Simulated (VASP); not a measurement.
Here is a VASP 6.6.1 calculation.

File INCAR:

```
ALGO = Normal
EDIFF = 1E-8
ENCUT = 660
GGA_COMPAT = F
IBRION = 6
ISIF = 3
ISMEAR = 0
KPAR = 4
LASPH = T
LCHARG = F
LMIXTAU = T
LREAL = F
LWAVE = F
METAGGA = R2SCAN
NELM = 120
NFREE = 2
NSW = 1
POTIM = 0.015
PREC = Accurate
SIGMA = 0.01
```

Contents of KPOINTS:

```
k-points
0
Gamma
  8 8 8
```

The input POSCAR:

```
ZrO2
1.0
    0.0000000000      2.4647528977      2.4647528977
    2.4647528977      0.0000000000      2.4647528977
    2.4647528977      2.4647528977      0.0000000000
Zr O
1 2
Direct
    0.0000000000      0.0000000000      0.0000000000
    0.2500000000      0.2500000000      0.2500000000
    0.7500000000      0.7500000000      0.7500000000
```

Potentials or basis: VASP PAW PBE potentials, release 64 (Zr_sv, O).

Command:

```sh
$ cat potpaw_PBE.64/Zr_sv/POTCAR potpaw_PBE.64/O/POTCAR > POTCAR
$ mpirun -np 4 vasp_std > vasp.out
```

Task: Predict the elastic constants C11, C12, C44.

Result: 695, 174, 93 GPa.

Task: Estimate the Voigt bulk modulus.

Result: 348 GPa.

Task: What does it give for the highest phonon frequency at Γ, LO-TO splitting left out?

Result: 661 cm⁻¹.

Clamped-ion elastic tensor (GPa):
```
695 174 174   0   0   0
174 695 174   0   0   0
174 174 695   0   0   0
  0   0   0 159   0   0
  0   0   0   0 159   0
  0   0   0   0   0 159
```

Caveat: the cell is under stress, which shifts elastic constants; the PAW data sets were made with another functional, which shifts forces and pressure a little.
